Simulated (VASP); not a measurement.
# KZnF3 (Pm-3m) in VASP: relaxation of cell and atoms with r2SCAN

Aim: the relaxation of cell and atoms of KZnF3 with r2SCAN.

All numbers are computed with VASP 6.6.1; they aren't measurements. Logs are shortened: lines on timing, memory, paths and dates and some standing lists are left out, and cuts for length are marked.

**1. The cell of the first run**

The structure is cubic, space group Pm-3m (No. 221). Conventional cell: a = 4.128 Å, b = 4.128 Å, c = 4.128 Å, α = 90.00°, β = 90.00°, γ = 90.00°. Within 3.8 Å of K (site symmetry m-3m) lie 12 F at 2.92 Å and 8 Zn at 3.57 Å. Zn (site symmetry m-3m) has 6 F at 2.06 Å within 2.7 Å. Within 2.7 Å of F (site symmetry 4/mmm) lie 2 Zn at 2.06 Å.

**2. Relaxation of cell and atoms, r2SCAN**

POSCAR reads:

```
KZnF3
1.0
    4.1275598757      0.0000000000      0.0000000000
    0.0000000000      4.1275598757      0.0000000000
    0.0000000000      0.0000000000      4.1275598757
K Zn F
1 1 3
Direct
    0.0000000000      0.0000000000      0.0000000000
    0.5000000000      0.5000000000      0.5000000000
    0.5000000000      0.5000000000      0.0000000000
    0.0000000000      0.5000000000      0.5000000000
    0.5000000000      0.0000000000      0.5000000000
```

INCAR.step1 reads:

```
SYSTEM = KZnF3
  PREC = Accurate
  ENCUT = 600
  ISMEAR = -1
  SIGMA = 0.02
  LREAL = .FALSE.
  LASPH = .TRUE.
  NELM = 100
  GGA = PE
  ALGO = Normal
  EDIFF = 1E-4
  LWAVE = .TRUE.
  LCHARG = .FALSE.
```

INCAR.step2 reads:

```
SYSTEM = KZnF3
  PREC = Accurate
  ENCUT = 600
  EDIFF = 1E-7
  ISMEAR = -1
  SIGMA = 0.02
  LREAL = .FALSE.
  LASPH = .TRUE.
  NELM = 100
  ALGO = Normal
  ISIF = 3
  LWAVE = .FALSE.
  LCHARG = .FALSE.
  METAGGA = R2SCAN
  LMIXTAU = .TRUE.
  IBRION = 2
  NSW = 80
  EDIFFG = -0.005
  ISTART = 1
```

KPOINTS reads:

```
Automatic mesh
0
G
  6 6 6
  0 0 0
```

Potentials or basis: VASP PAW PBE potentials, release 64 (K_sv, Zn, F).

Run with:

```console
cat potpaw_PBE.64/K_sv/POTCAR potpaw_PBE.64/Zn/POTCAR potpaw_PBE.64/F/POTCAR > POTCAR
cp INCAR.step1 INCAR
mpirun -np 1 vasp_std > vasp.out
cp INCAR.step2 INCAR
mpirun -np 1 vasp_std > vasp.out
```

OUTCAR:

```text
SYSTEM = KZnF3
   PREC = Accurate
   ENCUT = 600
   EDIFF = 1E-7
   ISMEAR = -1
   LREAL = .FALSE.
   LASPH = .TRUE.
   NELM = 100
   ISIF = 3
   METAGGA = R2SCAN
   IBRION = 2
   NSW = 80
   EDIFFG = -0.005
   ISTART = 1

 ion  position               nearest neighbor table
   1  0.000  0.000  0.000-
   2  0.500  0.500  0.500-   3 2.06   4 2.06   5 2.06   3 2.06   5 2.06   4 2.06
   3  0.500  0.500  0.000-   2 2.06   2 2.06
   4  0.000  0.500  0.500-   2 2.06   2 2.06
   5  0.500  0.000  0.500-   2 2.06   2 2.06

  LATTYP: Found a simple cubic cell.
 ALAT       =     4.1275598757

  Lattice vectors:

 A1 = (   4.1275598757,   0.0000000000,   0.0000000000)
 A2 = (   0.0000000000,   4.1275598757,   0.0000000000)
 A3 = (   0.0000000000,   0.0000000000,   4.1275598757)

Analysis of symmetry for initial positions (statically):
=====================================================================
 Subroutine PRICEL returns:
 Original cell was already a primitive cell.

 Routine SETGRP: Setting up the symmetry group for a
 simple cubic supercell.

 Subroutine GETGRP returns: Found 48 space group operations
 (whereof 48 operations were pure point group operations)
 out of a pool of 48 trial point group operations.

The static configuration has the point symmetry O_h .

Analysis of symmetry for dynamics (positions and initial velocities):
=====================================================================
 Subroutine PRICEL returns:
 Original cell was already a primitive cell.

 Routine SETGRP: Setting up the symmetry group for a
 simple cubic supercell.

 Subroutine GETGRP returns: Found 48 space group operations
 (whereof 48 operations were pure point group operations)
 out of a pool of 48 trial point group operations.

The dynamic configuration has the point symmetry O_h .

 Subroutine INISYM returns: Found 48 space group operations
 (whereof 48 operations are pure point group operations),
 and found     1 'primitive' translations

----------------------------------------------------------------------------------------

                                     Primitive cell

  volume of cell :      70.3202

  direct lattice vectors                    reciprocal lattice vectors
     4.127559876  0.000000000  0.000000000     0.242273893  0.000000000  0.000000000
     0.000000000  4.127559876  0.000000000     0.000000000  0.242273893  0.000000000
     0.000000000  0.000000000  4.127559876     0.000000000  0.000000000  0.242273893

  length of vectors
     4.127559876  4.127559876  4.127559876     0.242273893  0.242273893  0.242273893

  position of ions in fractional coordinates (direct lattice)
     0.000000000  0.000000000  0.000000000
     0.500000000  0.500000000  0.500000000
     0.500000000  0.500000000  0.000000000
     0.000000000  0.500000000  0.500000000
     0.500000000  0.000000000  0.500000000

  ion indices of the primitive-cell ions
   primitive index   ion index
                 1           1
                 2           2
                 3           3
                 4           4
                 5           5

----------------------------------------------------------------------------------------

 KPOINTS: Automatic mesh

Automatic generation of k-mesh.
 Grid dimensions read from file:
 generate k-points for:    6    6    6

 Generating k-lattice:

  Cartesian coordinates                     Fractional coordinates (reciprocal lattice)
     0.040378982  0.000000000  0.000000000     0.166666667  0.000000000  0.000000000
     0.000000000  0.040378982  0.000000000     0.000000000  0.166666667  0.000000000
     0.000000000  0.000000000  0.040378982     0.000000000  0.000000000  0.166666667

  Length of vectors
     0.040378982  0.040378982  0.040378982

  Shift w.r.t. Gamma in fractional coordinates (k-lattice)
     0.000000000  0.000000000  0.000000000

 Subroutine IBZKPT returns following result:
 ===========================================

 Found     20 irreducible k-points:

 Following reciprocal coordinates:
            Coordinates               Weight
  0.000000  0.000000  0.000000      1.000000
  0.166667  0.000000  0.000000      6.000000
  0.333333  0.000000  0.000000      6.000000
  0.500000  0.000000  0.000000      3.000000
  0.166667  0.166667  0.000000     12.000000
  0.333333  0.166667  0.000000     24.000000
[... 12 lines left out ...]
  0.500000  0.500000  0.333333      6.000000
  0.500000  0.500000  0.500000      1.000000
   k-points           NKPTS =     20   k-points in BZ     NKDIM =     20   number of bands    NBANDS=     25
   number of dos      NEDOS =    301   number of ions     NIONS =      5
   total plane-waves  NPLWV =  46656
   dimension x,y,z NGX =    36 NGY =   36 NGZ =   36
   dimension x,y,z NGXF=    72 NGYF=   72 NGZF=   72
   ions per type =               1   1   3
   NGX,Y,Z   is equivalent  to a cutoff of  14.50, 14.50, 14.50 a.u.
   NGXF,Y,Z  is equivalent  to a cutoff of  29.00, 29.00, 29.00 a.u.
 SYSTEM =  KZnF3
   PREC   = accura    normal or accurate (medium, high low for compatibility)
   ISTART =      1    job   : 0-new  1-cont  2-samecut
   ICHARG =      0    charge: 1-file 2-atom 10-const
   ISPIN  =      1    spin polarized calculation?
   LNONCOLLINEAR =      F non collinear calculations
   LSORBIT =      F    spin-orbit coupling
   LASPH  =      T    aspherical Exc in radial PAW
   ENCUT  =  600.0 eV  44.10 Ry    6.64 a.u.   8.24  8.24  8.24*2*pi/ulx,y,z
   NELM   =    100;   NELMIN=  2; NELMDL=  0     # of ELM steps
   EDIFF  = 0.1E-06   stopping-criterion for ELM
   LREAL  =      F    real-space projection
   EDIFFG = -.5E-02   stopping-criterion for IOM
   NSW    =     80    number of steps for IOM
   IBRION =      2    ionic relax: 0-MD 1-quasi-New 2-CG
   NFREE  =      1    steps in history (QN), initial steepest desc. (CG)
   ISIF   =      3    stress and relaxation
   ISYM   =      2    0-nonsym 1-usesym 2-fastsym
   POTIM  = 0.5000    time-step for ionic-motion
   TEBEG  =    0.0;   TEEND  =   0.0 temperature during run
   PSTRESS=    0.0 pullay stress
   NELECT =      42.0000    total number of electrons
   NUPDOWN=      -1.0000    fix difference up-down
   EMIN   =  10.00;   EMAX   =-10.00  energy-range for DOS
   EFERMI =   0.00;   METHOD = LEGACY
   ISMEAR =    -1;   SIGMA  =   0.02  broadening in eV -4-tet -1-fermi 0-gaus
   EFERMI_NEDOS =   21; number of points for ismear=-14 and -15
   IALGO  =     38    algorithm
   IMIX   =      4    mixing-type and parameters
     AMIX     =   0.40;   BMIX     =  1.00
     AMIX_MAG =   1.60;   BMIX_MAG =  1.00
  volume/ion in A,a.u.               =      14.06        94.91
  Fermi-wavevector in a.u.,A,eV,Ry     =   1.378683  2.605334 25.861517  1.900768
  Thomas-Fermi vector in A             =   2.503722
   LORBIT       =      0    0 simple, 1 ext, 2 COOP (PROOUT), +10 PAW based schemes
   METAGGA = R2SCAN    functional components
   LHFCALC =     F    Hartree Fock is set to
   AEXX    =    0.0000 exact exchange contribution
   IVDW    =     0    specifies the selected vdW correction
   LEPSILON=     F    determine dielectric tensor
   LRPA    =     F    only Hartree local field effects (RPA)
 conjugate gradient relaxation of ions
 non-spin polarized calculation
  energy-cutoff  :      600.00
  volume of cell :       70.32
 maximum number of plane-waves:      2364
 NGX is ok and might be reduce to    36
   NGX = 17   NGY = 17   NGZ = 17

--------------------------------------- Ionic step        1  -------------------------------------------

 number of electron      41.9999979 magnetization

 Free energy of the ion-electron system (eV)
  ---------------------------------------------------
  ext. energy  EPLUGINS =         0.00000000
  ---------------------------------------------------
  free energy    TOTEN  =       -38.31834669 eV

  energy without entropy =      -38.31834669  energy(sigma->0) =      -38.31834669

------------------------ aborting loop because EDIFF is reached ----------------------------------------

  FORCE on cell =-STRESS in cart. coord.  units (eV):
  Direction    XX          YY          ZZ          XY          YZ          ZX
  --------------------------------------------------------------------------------------
  -------------------------------------------------------------------------------------
  Total       -1.8749273     -1.8749273     -1.8749273      0.0000000      0.0000000      0.0000000
  in kB      -42.7183897    -42.7183897    -42.7183897      0.0000000      0.0000000      0.0000000
  external PRESSURE =     -42.7183897 kB  Pullay stress =       0.0000000 kB

 VOLUME and BASIS-vectors are now :
 -----------------------------------------------------------------------------
  energy-cutoff  :      600.00
  volume of cell :       70.32
      direct lattice vectors                 reciprocal lattice vectors
     4.127559876  0.000000000  0.000000000     0.242273893  0.000000000  0.000000000
     0.000000000  4.127559876  0.000000000     0.000000000  0.242273893  0.000000000
     0.000000000  0.000000000  4.127559876     0.000000000  0.000000000  0.242273893
[... 40 lines left out ...]
 POSITION                                       TOTAL-FORCE (eV/Angst)
 -----------------------------------------------------------------------------------
      0.00000      0.00000      0.00000        -0.000000     -0.000000      0.000000
      2.02645      2.02645      2.02645         0.000000      0.000000      0.000000
      2.02645      2.02645     -0.00000        -0.000000     -0.000000      0.000000
      0.00000      2.02645      2.02645         0.000000      0.000000      0.000000
      2.02645      0.00000      2.02645        -0.000000      0.000000      0.000000
 -----------------------------------------------------------------------------------
    total drift:                                0.000000      0.000000      0.000000

  FREE ENERGIE OF THE ION-ELECTRON SYSTEM (eV)
  ---------------------------------------------------
  free  energy   TOTEN  =       -38.3751724790 eV

  energy  without entropy=      -38.3751724790  energy(sigma->0) =      -38.37517248

--------------------------------------- Ionic step        3  -------------------------------------------

 number of electron      41.9999968 magnetization

 Free energy of the ion-electron system (eV)
  ---------------------------------------------------
  ext. energy  EPLUGINS =         0.00000000
  ---------------------------------------------------
  free energy    TOTEN  =       -38.37538704 eV

  energy without entropy =      -38.37538704  energy(sigma->0) =      -38.37538704

 E-fermi :  -0.7183     XC(G=0): -10.4734

 val. band max:       -1.2404947524   @ k =   0.5000   0.5000   0.5000
 cond. band min:       3.3412789444   @ k =   0.0000   0.0000   0.0000
 fundamental gap:      4.5817736968
 Fermi energy:        -0.7183313695

 k-point     1 :       0.0000    0.0000    0.0000
  band No.  band energies     occupation
      1     -29.4171      2.00000
      2     -24.0878      2.00000
      3     -23.4908      2.00000
      4     -23.4908      2.00000
      5     -12.1384      2.00000
      6     -12.1384      2.00000
[... 17 lines left out ...]
     24       8.0577      0.00000
     25       9.0323      0.00000
[... 552 lines left out ...]
 POSITION                                       TOTAL-FORCE (eV/Angst)
 -----------------------------------------------------------------------------------
      0.00000      0.00000      0.00000        -0.000000     -0.000000      0.000000
      2.02487      2.02487      2.02487         0.000000     -0.000000      0.000000
      2.02487      2.02487     -0.00000        -0.000000     -0.000000      0.000000
      0.00000      2.02487      2.02487         0.000000     -0.000000      0.000000
      2.02487      0.00000      2.02487        -0.000000      0.000000      0.000000
 -----------------------------------------------------------------------------------
    total drift:                                0.000000      0.000000      0.000000

  FREE ENERGIE OF THE ION-ELECTRON SYSTEM (eV)
  ---------------------------------------------------
  free  energy   TOTEN  =       -38.3753870399 eV

  energy  without entropy=      -38.3753870399  energy(sigma->0) =      -38.37538704

 reached required accuracy - stopping structural energy minimisation
```

It took 6.8 min on 1 thread of Intel Xeon 8259CL, shared host; peak memory 0.26 GiB.

Results:

```yaml
Free_energy: -38.3754 eV
Relaxed_volume: 13.28 Å³/atom
Relaxed_cell: a = 4.050 Å, b = 4.050 Å, c = 4.050 Å, α = 90.00°, β = 90.00°, γ = 90.00°
Space_group_after_relaxing_to_0.1_Å: Pm-3m (No. 221)
Energy_gained_by_relaxing: 11.4 meV/atom
Ionic_steps: 3
Pressure_after_relaxing: 0.0 GPa
Band_gap_on_the_k_mesh: 4.58 eV (least direct gap 6.57 eV)
```

The path:
| step | energy change (eV) | largest force (eV/Å) | pressure (GPa) | volume (Å³) |
| --- | --- | --- | --- | --- |
| 1 | 0.0000 | 0.0000 | -4.27 | 70.32 |
| 2 | -0.0568 | 0.0000 | -0.22 | 66.57 |
| 3 | -0.0570 | 0.0000 | -0.03 | 66.42 |

Final structure:
```
K Zn F
1.0
     4.04974    0.00000    0.00000
     0.00000    4.04974    0.00000
     0.00000    0.00000    4.04974
K Zn F
1 1 3
Direct
  0.00000 0.00000 0.00000
  0.50000 0.50000 0.50000
  0.50000 0.50000 0.00000
  0.00000 0.50000 0.50000
  0.50000 0.00000 0.50000
```

Levels at points of the mesh, in eV from the valence-band top:
| k point | band 17 | band 18 | band 19 | band 20 | band 21 | band 22 | band 23 | band 24 | band 25 |
| --- | --- | --- | --- | --- | --- | --- | --- | --- | --- |
| (0.00, 0.00, 0.00) | -2.22 | -2.22 | -1.98 | -1.98 | -1.98 | 4.58 | 9.30 | 9.30 | 10.27 |
| (0.50, 0.00, 0.00) | -2.16 | -2.16 | -1.79 | -1.79 | -1.51 | 7.36 | 9.03 | 10.27 | 11.88 |
| (0.50, 0.50, 0.00) | -2.09 | -1.87 | -1.87 | -1.65 | 0.00 | 8.84 | 10.82 | 11.00 | 11.00 |
| (0.50, 0.50, 0.50) | -1.63 | -1.63 | -1.63 | 0.00 | 0.00 | 9.20 | 9.20 | 9.20 | 11.17 |

Caveat: the PAW data sets were made with another functional, which shifts forces and pressure a little. r2SCAN opens gaps a little over a GGA but as a rule still falls short of measured ones.
